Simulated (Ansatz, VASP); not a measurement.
**One calculation of CaSe, two programs**

```
Ca Se
1.0
     0.00000    2.98043    2.98043
     2.98043    0.00000    2.98043
     2.98043    2.98043    0.00000
Ca Se
1 1
Direct
  0.00000 0.00000 0.00000
  0.50000 0.50000 0.50000
```

Change from the starting cell: volume scaled by 1.025.

Alike in both runs: task single point; functional PBE; k mesh 7 × 7 × 7; occupations fermi-dirac, width 0.01 eV; no spin polarisation.

|  | VASP | Ansatz |
| --- | --- | --- |
| version | VASP 6.6.1 | Ansatz 0.2.0 |
| potentials or method | VASP PAW PBE potentials, release 64 (Ca_sv, Se), cutoff 520 eV | all-electron LAPW, scalar-relativistic |

```tsv
	VASP	Ansatz	Ansatz less VASP
gap on the k mesh at the Fermi level (eV)	2.14	2.15	+0.008
pressure (GPa)	0.1	-0.1	-0.16
```

Ansatz ran all-electron here, and VASP with PAW potentials.
